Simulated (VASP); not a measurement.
Here is a VASP 6.6.1 calculation.

The input INCAR:

```
  ALGO = Normal
  EDIFF = 1E-6
  ENCUT = 520
  ISIF = 2
  ISMEAR = 0
  LASPH = T
  LCHARG = T
  LELF = T
  LREAL = F
  LVHAR = T
  LWAVE = F
  NBANDS = 41
  NELM = 100
  PREC = Accurate
  SIGMA = 0.05
```

KPOINTS

```
k-points
0
Gamma
  6 6 6
```

Contents of POSCAR:

```
AlGa3N4
1.0
    4.4944110861      0.2088496919      0.2088496919
    0.2088496919      4.4944110861      0.2088496919
    0.2088496919      0.2088496919      4.4944110861
Al Ga N
1 3 4
Direct
    0.0000000000      0.0000000000      0.0000000000
    0.5000000000      0.5000000000      0.0000000000
    0.5000000000      0.0000000000      0.5000000000
    0.0000000000      0.5000000000      0.5000000000
    0.7548078379      0.7548078379      0.2451921621
    0.7548078379      0.2451921621      0.7548078379
    0.2451921621      0.7548078379      0.7548078379
    0.2451921621      0.2451921621      0.2451921621
```

Potentials or basis: VASP PAW LDA potentials, release 64 (Al, Ga_d, N).

The run is started by

```bash
$ cat potpaw_LDA.64/Al/POTCAR potpaw_LDA.64/Ga_d/POTCAR potpaw_LDA.64/N/POTCAR > POTCAR
$ mpirun -np 1 vasp_std > vasp.out
```

Q: Estimate the band gap on the k mesh.

A: 1.51 eV.

Q: Estimate the largest force.

A: 0.675 eV/Å.

Q: Predict the pressure.

A: -2.0 GPa.

Forces in eV/Å, atoms in the order of the input:
```
Al   0.296  0.296  0.296
Ga   0.287  0.287  0.282
Ga   0.287  0.282  0.287
Ga   0.282  0.287  0.287
N   -0.254 -0.254 -0.254
N   -0.254 -0.254 -0.254
N   -0.254 -0.254 -0.254
N   -0.390 -0.390 -0.390
```
